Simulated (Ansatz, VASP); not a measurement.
One calculation of CsBr, two programs

```
CELL_PARAMETERS angstrom
4.32259 0.00000 0.00000
0.00000 4.32259 0.00000
0.00000 0.00000 4.32259
ATOMIC_POSITIONS crystal
Cs 0.00000 0.00000 0.00000
Br 0.50000 0.50000 0.50000
```

Alike in both runs: functional r2SCAN; k mesh 8 × 8 × 8; occupations fermi-dirac, width 0.1 eV; no spin polarisation.

Ansatz relaxed the structure, and its values are those at the end. VASP's run is a single point on that final structure, the one shown.

|  | VASP | Ansatz |
| --- | --- | --- |
| version | VASP 6.6.1 | Ansatz 0.2.0 |
| potentials or method | VASP PAW PBE potentials, release 64 (Cs_sv, Br) | PAW with Ansatz's default frozen-core files, scalar-relativistic |
| plane-wave cutoff (eV) | 550 | 500 |
| valence electrons in the cell | 16 | 16 |

|  | VASP | Ansatz | Ansatz less VASP |
| --- | --- | --- | --- |
| pressure (GPa) | 0.1 | 0.0 | -0.05 |

VASP's potentials were made for PBE, not for r2SCAN.

Spin-orbit coupling is off throughout.
